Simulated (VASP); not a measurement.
Crystal: CuO.

```
Cu O
1.0
     0.18960   -2.17229   -2.04314
    -2.01972    0.10630   -1.95984
     2.38320    2.28584   -4.38944
Cu O
2 2
Direct
  0.45623 0.53069 0.48541
  0.97428 0.98587 0.02436
  0.80166 0.74472 0.73928
  0.26782 0.23873 0.25095
```

- Program: VASP 6.6.1
- Task: relaxation of cell and atoms
- Functional: RPBE
- Dispersion: D3(BJ)
- Potentials or basis: VASP PAW PBE potentials, release 64 (Cu, O)
- Cutoff: 600 eV
- k mesh: 10 × 10 × 5
- Occupations: fermi-dirac, width 0.05 eV
- Spin: no spin polarisation

At the start: pressure -21.1 GPa; volume 10.03 Å³/atom.

Question: Where does the relaxation end?

Answer: Over 53 steps the energy falls by 245.3 meV/atom and the volume is 8.76 Å³/atom (-12.7 %); space group P1 (No. 1, to 0.1 Å) before, C2/c (No. 15, to 0.1 Å).

The path:
```csv
step,energy change (eV),largest force (eV/Å),pressure (GPa),volume (Å³)
1,0.0000,1.6766,-21.11,40.12
3,-0.6812,1.6008,8.00,33.81
5,-0.9013,0.6897,5.54,33.81
7,-0.9430,0.1970,-2.78,34.93
9,-0.9618,0.2401,0.61,34.43
11,-0.9686,0.0880,0.05,34.53
13,-0.9706,0.0738,-0.18,34.59
15,-0.9712,0.0655,0.62,34.48
17,-0.9718,0.0569,0.53,34.50
19,-0.9728,0.2034,-0.63,34.76
21,-0.9738,0.1459,-0.25,34.68
23,-0.9774,0.0918,0.02,34.77
25,-0.9779,0.1014,0.21,34.81
27,-0.9796,0.0764,-0.50,35.03
29,-0.9800,0.0232,0.34,34.90
31,-0.9801,0.0155,0.05,34.93
33,-0.9801,0.0179,0.01,34.94
35,-0.9802,0.0181,-0.18,34.97
37,-0.9802,0.0195,-0.04,34.96
39,-0.9803,0.0192,0.11,34.94
41,-0.9804,0.0567,0.20,34.95
43,-0.9806,0.0498,0.03,34.99
45,-0.9805,0.0329,-0.63,35.13
47,-0.9808,0.0241,-0.15,35.04
49,-0.9810,0.0173,0.10,35.02
51,-0.9810,0.0132,0.02,35.03
53,-0.9810,0.0095,0.08,35.03
```

Final structure:
```
Cu O
1.0
    -0.00244   -2.10013   -2.10080
    -1.98606   -0.02945   -2.07662
     2.05200    2.09002   -4.19458
Cu O
2 2
Cartesian
  0.0315 -0.0191 -4.1847
  0.0664 2.0590 -6.2716
  0.0471 -0.1770 -6.4283
  0.0162 0.1383 -1.9446
```

Caveat: the dispersion term is far too large for a dense solid, which distorts pressure and volume; the PAW data sets were made with another functional, which shifts forces and pressure a little.
